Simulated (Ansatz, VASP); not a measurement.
InPd: VASP beside Ansatz

```xyz
2
Lattice="3.2719 0.0000 0.0000 0.0000 3.2719 0.0000 0.0000 0.0000 3.2719" Properties=species:S:1:pos:R:3 pbc="T T T"
In    0.0000    0.0000    0.0000
Pd    1.6359    1.6359    1.6359
```

Alike in both runs: task relaxation of cell and atoms; functional r2SCAN; k mesh 8 × 8 × 8; occupations gaussian, width 0.05 eV; no spin polarisation.

```csv
,VASP,Ansatz
version,VASP 6.6.1,Ansatz 0.2.0
potentials or method,"VASP PAW PBE potentials, release 64 (In_d, Pd), cutoff 550 eV","plane waves, PAW"
valence electrons in the cell,23,31
```

|  | VASP | Ansatz | Ansatz less VASP |
| --- | --- | --- | --- |
| relaxed volume (Å³/atom) | 17.51 | 17.43 | -0.072 |
| relaxed cell length with the largest relative difference (Å) | 3.272 | 3.267 | -0.0045 |

VASP's potentials were made for PBE, not for r2SCAN. VASP's potentials hold 23 valence electrons a cell and Ansatz's 31, so a difference there can come from the potentials and not from the codes.
